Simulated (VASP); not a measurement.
# Li6Ru (Fm-3m) in VASP: a series of runs

Runs on Li6Ru. Level: PBE. Tasks: single point.

Everything below comes from runs of VASP 6.6.1. Logs are shortened: lines on timing, memory, paths and dates and some standing lists are left out, and cuts for length are marked.

## 1. The cell of the first run

It takes space group Fm-3m (No. 225, cubic). Conventional cell: a = 7.750 Å, b = 7.750 Å, c = 7.750 Å, α = 90.00°, β = 90.00°, γ = 90.00°. Li (site symmetry mmm) has 8 Li at 2.74 Å and 2 Ru at 2.74 Å within 3.6 Å. Within 3.6 Å of Ru (site symmetry m-3m) lie 12 Li at 2.74 Å.

## 2. Single point, PBE

INCAR

```
SYSTEM = Li6Ru
PREC     = Accurate       ! precision mode
ENCUT    = 520            ! plane-wave cutoff, eV
EDIFF    = 1E-6           ! SCF threshold, eV
ISMEAR   = 0              ! smearing method
SIGMA    = 0.1            ! smearing width, eV
LREAL    = .FALSE.        ! projectors in reciprocal space
LASPH    = .TRUE.         ! aspherical terms in the spheres
NELM     = 60             ! most SCF steps
ALGO     = Normal         ! electronic algorithm
ISIF     = 2              ! what is computed and relaxed
LWAVE    = .FALSE.        ! write WAVECAR
LCHARG   = .FALSE.        ! write CHGCAR
GGA      = PE             ! functional
NBANDS   = 25             ! bands
```

KPOINTS

```
Automatic mesh
0
G
  4 4 4
  0 0 0
```

POSCAR

```
Li6Ru
1.0
    0.0000000000      3.8749964262      3.8749964262
    3.8749964262      0.0000000000      3.8749964262
    3.8749964262      3.8749964262      0.0000000000
Li Ru
6 1
Direct
    0.5000000000      0.0000000000      0.0000000000
    0.0000000000      0.5000000000      0.5000000000
    0.0000000000      0.5000000000      0.0000000000
    0.5000000000      0.0000000000      0.5000000000
    0.0000000000      0.0000000000      0.5000000000
    0.5000000000      0.5000000000      0.0000000000
    0.5000000000      0.5000000000      0.5000000000
```

Potentials or basis: VASP PAW PBE potentials, release 64 (Li_sv, Ru_pv).

The run is started by

```sh
$ cat potpaw_PBE.64/Li_sv/POTCAR potpaw_PBE.64/Ru_pv/POTCAR > POTCAR
$ mpirun -np 1 vasp_std > vasp.out
```

OUTCAR:

```text
SYSTEM = Li6Ru
   PREC = Accurate
   ENCUT = 520
   EDIFF = 1E-6
   ISMEAR = 0
   LREAL = .FALSE.
   LASPH = .TRUE.
   NELM = 60
   ISIF = 2
   GGA = PE

 ion  position               nearest neighbor table
   1  0.500  0.000  0.000-   7 2.74   7 2.74
   2  0.000  0.500  0.500-   7 2.74   7 2.74
   3  0.000  0.500  0.000-   7 2.74   7 2.74
   4  0.500  0.000  0.500-   7 2.74   7 2.74
   5  0.000  0.000  0.500-   7 2.74   7 2.74
   6  0.500  0.500  0.000-   7 2.74   7 2.74
   7  0.500  0.500  0.500-   2 2.74   4 2.74   6 2.74   1 2.74   3 2.74   6 2.74   1 2.74   4 2.74
                             5 2.74   2 2.74   3 2.74   5 2.74

  LATTYP: Found a face centered cubic cell.
 ALAT       =     7.7499928524

  Lattice vectors:

 A1 = (   0.0000000000,   3.8749964262,   3.8749964262)
 A2 = (   3.8749964262,   0.0000000000,   3.8749964262)
 A3 = (   3.8749964262,   3.8749964262,   0.0000000000)

Analysis of symmetry for initial positions (statically):
=====================================================================
 Subroutine PRICEL returns:
 Original cell was already a primitive cell.

 Routine SETGRP: Setting up the symmetry group for a
 face centered cubic supercell.

 Subroutine GETGRP returns: Found 48 space group operations
 (whereof 48 operations were pure point group operations)
 out of a pool of 48 trial point group operations.

The static configuration has the point symmetry O_h .

Analysis of symmetry for dynamics (positions and initial velocities):
=====================================================================
 Subroutine PRICEL returns:
 Original cell was already a primitive cell.

 Routine SETGRP: Setting up the symmetry group for a
 face centered cubic supercell.

 Subroutine GETGRP returns: Found 48 space group operations
 (whereof 48 operations were pure point group operations)
 out of a pool of 48 trial point group operations.

The dynamic configuration has the point symmetry O_h .

 Subroutine INISYM returns: Found 48 space group operations
 (whereof 48 operations are pure point group operations),
 and found     1 'primitive' translations

----------------------------------------------------------------------------------------

                                     Primitive cell

  volume of cell :     116.3708

  direct lattice vectors                    reciprocal lattice vectors
     0.000000000  3.874996426  3.874996426    -0.129032377  0.129032377  0.129032377
     3.874996426  0.000000000  3.874996426     0.129032377 -0.129032377  0.129032377
     3.874996426  3.874996426  0.000000000     0.129032377  0.129032377 -0.129032377

  length of vectors
     5.480072500  5.480072500  5.480072500     0.223490633  0.223490633  0.223490633

  position of ions in fractional coordinates (direct lattice)
     0.500000000  0.000000000  0.000000000
     0.000000000  0.500000000  0.500000000
     0.000000000  0.500000000  0.000000000
     0.500000000  0.000000000  0.500000000
     0.000000000  0.000000000  0.500000000
     0.500000000  0.500000000  0.000000000
     0.500000000  0.500000000  0.500000000

  ion indices of the primitive-cell ions
   primitive index   ion index
                 1           1
                 2           2
                 3           3
                 4           4
                 5           5
                 6           6
                 7           7

----------------------------------------------------------------------------------------

 KPOINTS: Automatic mesh

Automatic generation of k-mesh.
 Grid dimensions read from file:
 generate k-points for:    4    4    4

 Generating k-lattice:

  Cartesian coordinates                     Fractional coordinates (reciprocal lattice)
    -0.032258094  0.032258094  0.032258094     0.250000000  0.000000000  0.000000000
     0.032258094 -0.032258094  0.032258094     0.000000000  0.250000000  0.000000000
     0.032258094  0.032258094 -0.032258094     0.000000000  0.000000000  0.250000000

  Length of vectors
     0.055872658  0.055872658  0.055872658

  Shift w.r.t. Gamma in fractional coordinates (k-lattice)
     0.000000000  0.000000000  0.000000000

 Subroutine IBZKPT returns following result:
 ===========================================

 Found      8 irreducible k-points:

 Following reciprocal coordinates:
            Coordinates               Weight
  0.000000  0.000000  0.000000      1.000000
  0.250000  0.000000  0.000000      8.000000
  0.500000  0.000000  0.000000      4.000000
  0.250000  0.250000  0.000000      6.000000
  0.500000  0.250000  0.000000     24.000000
 -0.250000  0.250000  0.000000     12.000000
  0.500000  0.500000  0.000000      3.000000
 -0.250000  0.500000  0.250000      6.000000
   k-points           NKPTS =      8   k-points in BZ     NKDIM =      8   number of bands    NBANDS=     25
   number of dos      NEDOS =    301   number of ions     NIONS =      7
   total plane-waves  NPLWV =  74088
   dimension x,y,z NGX =    42 NGY =   42 NGZ =   42
   dimension x,y,z NGXF=    84 NGYF=   84 NGZF=   84
   ions per type =               6   1
   NGX,Y,Z   is equivalent  to a cutoff of  12.74, 12.74, 12.74 a.u.
   NGXF,Y,Z  is equivalent  to a cutoff of  25.48, 25.48, 25.48 a.u.
 SYSTEM =  Li6Ru
   PREC   = accura    normal or accurate (medium, high low for compatibility)
   ISTART =      0    job   : 0-new  1-cont  2-samecut
   ICHARG =      2    charge: 1-file 2-atom 10-const
   ISPIN  =      1    spin polarized calculation?
   LNONCOLLINEAR =      F non collinear calculations
   LSORBIT =      F    spin-orbit coupling
   LASPH  =      T    aspherical Exc in radial PAW
   ENCUT  =  520.0 eV  38.22 Ry    6.18 a.u.  10.19 10.19 10.19*2*pi/ulx,y,z
   NELM   =     60;   NELMIN=  2; NELMDL= -5     # of ELM steps
   EDIFF  = 0.1E-05   stopping-criterion for ELM
   LREAL  =      F    real-space projection
   EDIFFG = 0.1E-04   stopping-criterion for IOM
   NSW    =      0    number of steps for IOM
   IBRION =     -1    ionic relax: 0-MD 1-quasi-New 2-CG
   NFREE  =      0    steps in history (QN), initial steepest desc. (CG)
   ISIF   =      2    stress and relaxation
   ISYM   =      2    0-nonsym 1-usesym 2-fastsym
   POTIM  = 0.5000    time-step for ionic-motion
   TEBEG  =    0.0;   TEEND  =   0.0 temperature during run
   PSTRESS=    0.0 pullay stress
   NELECT =      32.0000    total number of electrons
   NUPDOWN=      -1.0000    fix difference up-down
   EMIN   =  10.00;   EMAX   =-10.00  energy-range for DOS
   EFERMI =   0.00;   METHOD = LEGACY
   ISMEAR =     0;   SIGMA  =   0.10  broadening in eV -4-tet -1-fermi 0-gaus
   EFERMI_NEDOS =   21; number of points for ismear=-14 and -15
   IALGO  =     38    algorithm
   IMIX   =      4    mixing-type and parameters
     AMIX     =   0.40;   BMIX     =  1.00
     AMIX_MAG =   1.60;   BMIX_MAG =  1.00
  volume/ion in A,a.u.               =      16.62       112.19
  Fermi-wavevector in a.u.,A,eV,Ry     =   1.064576  2.011758 15.419796  1.133323
  Thomas-Fermi vector in A             =   2.200099
   LORBIT       =      0    0 simple, 1 ext, 2 COOP (PROOUT), +10 PAW based schemes
   GGA     = PE    functional components
   LHFCALC =     F    Hartree Fock is set to
   AEXX    =    0.0000 exact exchange contribution
   IVDW    =     0    specifies the selected vdW correction
   LEPSILON=     F    determine dielectric tensor
   LRPA    =     F    only Hartree local field effects (RPA)
 non-spin polarized calculation
 Gauss-broadening in eV      SIGMA  =   0.10
  energy-cutoff  :      520.00
  volume of cell :      116.37
 maximum number of plane-waves:      3156
 NGX is ok and might be reduce to    42
   NGX = 21   NGY = 21   NGZ = 21

 number of electron      32.0000044 magnetization

 Free energy of the ion-electron system (eV)
  ---------------------------------------------------
  ext. energy  EPLUGINS =         0.00000000
  ---------------------------------------------------
  free energy    TOTEN  =       -18.94902527 eV

  energy without entropy =      -18.94256813  energy(sigma->0) =      -18.94579670

 E-fermi :   1.9412     XC(G=0):  -8.2102

 val. band max:        1.7945919276   @ k =  -0.2500   0.5000   0.2500
 cond. band min:       1.9835427656   @ k =   0.0000   0.0000   0.0000
 fundamental gap:      0.1889508380
 Fermi energy:         1.9411536616

 k-point     1 :       0.0000    0.0000    0.0000
  band No.  band energies     occupation
      1     -43.8773      2.00000
      2     -43.8352      2.00000
      3     -43.8352      2.00000
      4     -43.8352      2.00000
      5     -43.8155      2.00000
      6     -43.8155      2.00000
[... 17 lines left out ...]
     24       8.0187      0.00000
     25       8.2227      0.00000

 k-point     2 :       0.2500    0.0000    0.0000
  band No.  band energies     occupation
      1     -43.8713      2.00000
      2     -43.8416      2.00000
      3     -43.8324      2.00000
      4     -43.8324      2.00000
      5     -43.8185      2.00000
      6     -43.8185      2.00000
[... 17 lines left out ...]
     24       8.2853      0.00000
     25       8.2853      0.00000

 k-point     3 :       0.5000    0.0000    0.0000
  band No.  band energies     occupation
      1     -43.8570      2.00000
      2     -43.8563      2.00000
      3     -43.8256      2.00000
      4     -43.8256      2.00000
      5     -43.8254      2.00000
      6     -43.8254      2.00000
[... 17 lines left out ...]
     24       8.3013      0.00000
     25       8.6829      0.00000

 k-point     4 :       0.2500    0.2500    0.0000
  band No.  band energies     occupation
      1     -43.8696      2.00000
      2     -43.8356      2.00000
      3     -43.8356      2.00000
      4     -43.8354      2.00000
      5     -43.8234      2.00000
      6     -43.8154      2.00000
[... 17 lines left out ...]
     24       8.4829      0.00000
     25       8.9758      0.00000

 k-point     5 :       0.5000    0.2500    0.0000
  band No.  band energies     occupation
      1     -43.8586      2.00000
      2     -43.8479      2.00000
      3     -43.8329      2.00000
      4     -43.8312      2.00000
      5     -43.8267      2.00000
      6     -43.8182      2.00000
[... 17 lines left out ...]
     24       8.2389      0.00000
     25       8.4542      0.00000

 k-point     6 :      -0.2500    0.2500    0.0000
  band No.  band energies     occupation
      1     -43.8625      2.00000
      2     -43.8462      2.00000
      3     -43.8357      2.00000
      4     -43.8258      2.00000
      5     -43.8253      2.00000
      6     -43.8198      2.00000
[... 17 lines left out ...]
     24       7.6235      0.00000
     25       7.8639      0.00000

 k-point     7 :       0.5000    0.5000    0.0000
  band No.  band energies     occupation
      1     -43.8571      2.00000
      2     -43.8360      2.00000
      3     -43.8360      2.00000
      4     -43.8358      2.00000
      5     -43.8356      2.00000
      6     -43.8153      2.00000
[... 17 lines left out ...]
     24       8.0478      0.00000
     25       8.5080      0.00000

 k-point     8 :      -0.2500    0.5000    0.2500
  band No.  band energies     occupation
      1     -43.8508      2.00000
      2     -43.8508      2.00000
      3     -43.8361      2.00000
      4     -43.8357      2.00000
      5     -43.8212      2.00000
      6     -43.8212      2.00000
[... 17 lines left out ...]
     24       8.7398      0.00000
     25       8.9226      0.00000

------------------------ aborting loop because EDIFF is reached ----------------------------------------

  FORCE on cell =-STRESS in cart. coord.  units (eV):
  Direction    XX          YY          ZZ          XY          YZ          ZX
  --------------------------------------------------------------------------------------
  -------------------------------------------------------------------------------------
  Total        0.0398428      0.0398428      0.0398428      0.0000000     -0.0000000     -0.0000000
  in kB        0.5485505      0.5485505      0.5485505      0.0000000     -0.0000000     -0.0000000
  external PRESSURE =       0.5485505 kB  Pullay stress =       0.0000000 kB

 VOLUME and BASIS-vectors are now :
 -----------------------------------------------------------------------------
  energy-cutoff  :      520.00
  volume of cell :      116.37
      direct lattice vectors                 reciprocal lattice vectors
     0.000000000  3.874996426  3.874996426    -0.129032377  0.129032377  0.129032377
     3.874996426  0.000000000  3.874996426     0.129032377 -0.129032377  0.129032377
     3.874996426  3.874996426  0.000000000     0.129032377  0.129032377 -0.129032377

 POSITION                                       TOTAL-FORCE (eV/Angst)
 -----------------------------------------------------------------------------------
      0.00000      1.93750      1.93750        -0.000000      0.000000      0.000000
      3.87500      1.93750      1.93750        -0.000000     -0.000000      0.000000
      1.93750      0.00000      1.93750         0.000000      0.000000      0.000000
      1.93750      3.87500      1.93750        -0.000000      0.000000      0.000000
      1.93750      1.93750      0.00000         0.000000      0.000000      0.000000
      1.93750      1.93750      3.87500         0.000000      0.000000      0.000000
      3.87500      3.87500      3.87500         0.000000     -0.000000     -0.000000
 -----------------------------------------------------------------------------------
    total drift:                               -0.000000     -0.000000      0.000000

  FREE ENERGIE OF THE ION-ELECTRON SYSTEM (eV)
  ---------------------------------------------------
  free  energy   TOTEN  =       -18.9490252746 eV

  energy  without entropy=      -18.9425681284  energy(sigma->0) =      -18.94579670
```

It took 48 s on 1 thread of Intel Xeon Platinum 8375C at 2.90GHz (Ice Lake), shared host; peak memory 0.25 GiB.

What came out:

| Property | Result |
| --- | --- |
| Free energy | -18.9490 eV |
| Band gap on the k mesh | zero (band 16 reaches 2.06 eV, above the bottom of band 17 at 1.79 eV) |

Caveat: the cutoff is under 1.25 times the usual one of these potentials, so pressure, stress and relaxed cells hold a basis-set (Pulay) error.

## 3. Single point, PBE, collinear spin, ferromagnetic start

INCAR

```
SYSTEM = Li6Ru
PREC = Accurate
ENCUT = 520
EDIFF = 1E-6
ISMEAR = 0
SIGMA = 0.1
LREAL = .FALSE.
LASPH = .TRUE.
NELM = 150
ALGO = Fast
ISIF = 2
LWAVE = .FALSE.
LCHARG = .FALSE.
ISPIN = 2
MAGMOM = 0 0 0 0 0 0 1
LORBIT = 11
LMAXMIX = 4
GGA = PE
NBANDS = 29
```

KPOINTS

```
regular mesh
0
G
  4 4 4
  0 0 0
```

POSCAR is that of step 2.

Potentials or basis: VASP PAW PBE potentials, release 64 (Li_sv, Ru_pv).

The run is started by

```sh
$ cat potpaw_PBE.64/Li_sv/POTCAR potpaw_PBE.64/Ru_pv/POTCAR > POTCAR
$ mpirun -np 1 vasp_std > vasp.out
```

Wall time 2.5 min (1 thread of Intel Xeon Platinum 8375C at 2.90GHz (Ice Lake), shared host); peak memory 0.32 GiB.

It converged, with:

```
Free energy                                           : -18.9490 eV
Band gap on the k mesh                                : zero (filled and empty bands overlap)
Net moment                                            : 0.00 μB per cell
Valence electrons inside the program's atomic spheres : Li 2.10; Ru 12.60
```

Levels at points of the mesh, in eV from the Fermi level:
Spin up:
```
           k point  band 12  band 13  band 14  band 15  band 16  band 17  band 18  band 19  band 20  band 21
(0.00, 0.00, 0.00)    -0.52    -0.52    -0.33    -0.33     0.04     1.15     1.15     1.15     2.99     2.99
(0.50, 0.00, 0.00)    -1.09    -0.69    -0.69    -0.55    -0.55     1.14     1.57     1.57     2.12     3.45
(0.50, 0.50, 0.00)    -1.47    -1.29    -0.64    -0.64    -0.44     0.70     0.70     1.61     1.64     5.62
```
Spin down:
| k point | band 12 | band 13 | band 14 | band 15 | band 16 | band 17 | band 18 | band 19 | band 20 | band 21 |
| --- | --- | --- | --- | --- | --- | --- | --- | --- | --- | --- |
| (0.00, 0.00, 0.00) | -0.52 | -0.52 | -0.33 | -0.33 | 0.04 | 1.15 | 1.15 | 1.15 | 2.99 | 2.99 |
| (0.50, 0.00, 0.00) | -1.09 | -0.69 | -0.69 | -0.55 | -0.55 | 1.14 | 1.57 | 1.57 | 2.12 | 3.45 |
| (0.50, 0.50, 0.00) | -1.47 | -1.29 | -0.64 | -0.64 | -0.44 | 0.70 | 0.70 | 1.61 | 1.64 | 5.62 |

Caveat: the cutoff is under 1.25 times the usual one of these potentials, so pressure, stress and relaxed cells hold a basis-set (Pulay) error.
